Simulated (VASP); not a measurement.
A run of VASP 6.6.1 is set up as follows.

Contents of INCAR:

```
PREC = Accurate ; ENCUT = 520
EDIFF = 1E-6 ; ISMEAR = -1
SIGMA = 0.08 ; LREAL = F
LASPH = T ; NELM = 100
ALGO = Normal ; ISIF = 2
LWAVE = F ; LCHARG = F
GGA = PE ; NBANDS = 11
```

KPOINTS

```
Automatic mesh
0
Gamma
  14 14 14
```

POSCAR

```
BeS
1.0
    0.0000000000      2.4652417120      2.4652417120
    2.4652417120      0.0000000000      2.4652417120
    2.4652417120      2.4652417120      0.0000000000
Be S
1 1
Direct
    0.0000000000      0.0000000000      0.0000000000
    0.2500000000      0.2500000000      0.2500000000
```

Potentials or basis: VASP PAW PBE potentials, release 64 (Be, S).

Run with:

```console
$ cat potpaw_PBE.64/Be/POTCAR potpaw_PBE.64/S/POTCAR > POTCAR
$ mpirun -np 1 vasp_std > vasp.out
```

(1) Predict the pressure.

(2) What does it give for the band gap on the k mesh?

Answers

(1) -2.9 GPa.

(2) 3.22 eV (least direct gap 5.48 eV).
